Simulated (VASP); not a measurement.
# AlN (P6_3mc) in VASP: a series of runs, part 2 of 2

VASP 6.6.1. Earlier steps stand in the parts before.

## 3. Single point, PBE (mode 4 frozen in at -0.185 Å and mode 10 at +0.000 Å (largest displacements))

Input file INCAR:

```
SYSTEM = AlN
PREC = Accurate ; ENCUT = 520
EDIFF = 1E-6 ; ISMEAR = 0
SIGMA = 0.05 ; LREAL = .False.
LASPH = .True. ; NELM = 60
ALGO = Normal ; ISIF = 2
LWAVE = .False. ; LCHARG = .False.
GGA = PE ; NBANDS = 16
```

Input file KPOINTS:

```
Automatic mesh
0
Gamma
  9 9 6
  0 0 0
```

Input file POSCAR:

```
AlN
1.0
    3.3134793407      0.0000000000      0.0000000000
   -1.6567396703      2.8695572839      0.0000000000
    0.0000000000      0.0000000000      4.1875902417
Al N
2 2
Direct
    0.3333333333      0.6666666667      0.7729095315
    0.6666666667      0.3333333333      0.2729095315
    0.3333333333      0.6666666667      0.2058696077
    0.6666666667      0.3333333333      0.7058696077
```

Potentials or basis: VASP PAW PBE potentials, release 64 (Al, N).

Started as:

```
cat potpaw_PBE.64/Al/POTCAR potpaw_PBE.64/N/POTCAR > POTCAR
mpirun -np 1 vasp_std > vasp.out
```

OUTCAR:

```text
SYSTEM = AlN
   PREC = Accurate
   ENCUT = 520
   EDIFF = 1E-6
   ISMEAR = 0
   LREAL = .False.
   LASPH = .True.
   NELM = 60
   ISIF = 2
   GGA = PE

 ion  position               nearest neighbor table
   1  0.333  0.667  0.773-   3 1.81   4 1.93   4 1.93   4 1.93   3 2.37   2 2.84   2 2.84   2 2.84
                             2 2.84   2 2.84   2 2.84
   2  0.667  0.333  0.273-   4 1.81   3 1.93   3 1.93   3 1.93   4 2.37   1 2.84   1 2.84   1 2.84
                             1 2.84   1 2.84   1 2.84
   3  0.333  0.667  0.206-   1 1.81   2 1.93   2 1.93   2 1.93   1 2.37
   4  0.667  0.333  0.706-   2 1.81   1 1.93   1 1.93   1 1.93   2 2.37

[... 661 lines left out ...]
  -------------------------------------------------------------------------------------
  Total       -1.1441009     -1.1441009      7.7640980     -0.0000000      0.0000000     -0.0000000
  in kB      -46.0374814    -46.0374814    312.4195820     -0.0000000      0.0000000     -0.0000000
  external PRESSURE =      73.4482064 kB  Pullay stress =       0.0000000 kB

 VOLUME and BASIS-vectors are now :
 -----------------------------------------------------------------------------
  energy-cutoff  :      520.00
  volume of cell :       39.82
      direct lattice vectors                 reciprocal lattice vectors
     3.313479341  0.000000000  0.000000000     0.301797566  0.174242906  0.000000000
    -1.656739670  2.869557284  0.000000000     0.000000000  0.348485812  0.000000000
     0.000000000  0.000000000  4.187590242     0.000000000  0.000000000  0.238800824

 POSITION                                       TOTAL-FORCE (eV/Angst)
 -----------------------------------------------------------------------------------
     -0.00000      1.91304      3.23663         0.000000      0.000000     -1.536206
      1.65674      0.95652      1.14283        -0.000000     -0.000000     -1.536206
     -0.00000      1.91304      0.86210         0.000000      0.000000      1.536206
      1.65674      0.95652      2.95589        -0.000000     -0.000000      1.536206
 -----------------------------------------------------------------------------------
    total drift:                               -0.000000      0.000000      0.000748

  FREE ENERGIE OF THE ION-ELECTRON SYSTEM (eV)
  ---------------------------------------------------
  free  energy   TOTEN  =       -29.0523634089 eV

  energy  without entropy=      -29.0523634089  energy(sigma->0) =      -29.05236341
```

stdout:

```text
POSCAR found type information on POSCAR AlN
 POSCAR found :  2 types and       4 ions
 scaLAPACK will be used
 LDA part: xc-table for (Slater+PW92), standard interpolation
 POSCAR, INCAR and KPOINTS ok, starting setup
 FFT: planning ... GRIDC
 FFT: planning ... GRID_SOFT
 FFT: planning ... GRID
 WAVECAR not read
 entering main loop
```

Wall time 18 s (1 thread of Intel Xeon 6975P-C (Granite Rapids), shared host); peak memory 0.17 GiB.

What came out:

| Property | Result |
| --- | --- |
| Free energy | -29.0524 eV |
| Pressure | 7.3 GPa |
| Largest force | 1.536 eV/Å |
| Band gap on the k mesh | 3.59 eV, direct |

Forces in eV/Å, atoms in the order of the input:
```
Al   0.000  0.000 -1.536
Al   0.000  0.000 -1.536
N    0.000  0.000  1.536
N    0.000  0.000  1.536
```

Caveat: the cell differs from its parent crystal (mode 4 frozen in at -0.185 Å and mode 10 at +0.000 Å (largest displacements)); forces of over 1 eV/Å act on the atoms, so gaps and moduli don't describe the material at rest.

## 4. Single point, PBE (mode 4 frozen in at -0.246 Å and mode 10 at +0.000 Å (largest displacements))

Input file INCAR:

```
SYSTEM = AlN
ALGO     = Normal         ! electronic algorithm
EDIFF    = 1E-7           ! SCF threshold, eV
ENCUT    = 520            ! plane-wave cutoff, eV
GGA      = PE             ! functional
ISIF     = 2              ! what is computed and relaxed
ISMEAR   = 0              ! smearing method
LASPH    = .TRUE.         ! aspherical terms in the spheres
LCHARG   = .FALSE.        ! write CHGCAR
LREAL    = .FALSE.        ! projectors in reciprocal space
LWAVE    = .FALSE.        ! write WAVECAR
NBANDS   = 16             ! bands
NELM     = 80             ! most SCF steps
PREC     = Accurate       ! precision mode
SIGMA    = 0.05           ! smearing width, eV
```

Input file KPOINTS:

```
k-points
0
G
  9 9 6
  0 0 0
```

Input file POSCAR:

```
AlN
1.0
    3.3134793407      0.0000000000      0.0000000000
   -1.6567396703      2.8695572839      0.0000000000
    0.0000000000      0.0000000000      4.1875902417
Al N
2 2
Direct
    0.3333333333      0.6666666667      0.7805460420
    0.6666666667      0.3333333333      0.2805460420
    0.3333333333      0.6666666667      0.1911594770
    0.6666666667      0.3333333333      0.6911594770
```

Started as:

```
cat potpaw_PBE.64/Al/POTCAR potpaw_PBE.64/N/POTCAR > POTCAR
mpirun -np 1 vasp_std > vasp.out
```

Run time: 16 s. Hardware: 1 thread of Intel Xeon 6975P-C (Granite Rapids), shared host; peak memory 0.17 GiB.

It converged, with:

```
Free energy            : -28.6110 eV
Pressure               : 14.6 GPa
Largest force          : 3.361 eV/Å
Band gap on the k mesh : 3.80 eV, direct
```

Forces in eV/Å, atoms in the order of the input:
```
Al   0.000  0.000 -3.361
Al   0.000  0.000 -3.361
N    0.000  0.000  3.361
N    0.000  0.000  3.361
```

Stress tensor (GPa, compression positive):
```
-7.52  0.00  0.00
 0.00 -7.52  0.00
 0.00  0.00 58.98
```

Levels at points of the mesh, in eV from the valence-band top:
| k point | band 4 | band 5 | band 6 | band 7 | band 8 | band 9 | band 10 | band 11 | band 12 | band 13 |
| --- | --- | --- | --- | --- | --- | --- | --- | --- | --- | --- |
| (0.00, 0.00, 0.00) | -2.55 | -2.55 | -0.95 | -0.95 | 0.00 | 3.80 | 4.80 | 8.93 | 8.93 | 11.89 |
| (0.00, 0.00, 0.50) | -3.24 | -1.78 | -1.78 | -1.78 | -1.78 | 5.80 | 5.80 | 9.13 | 9.13 | 9.13 |

Caveat: the cell differs from its parent crystal (mode 4 frozen in at -0.246 Å and mode 10 at +0.000 Å (largest displacements)); forces of over 1 eV/Å act on the atoms, so gaps and moduli don't describe the material at rest.
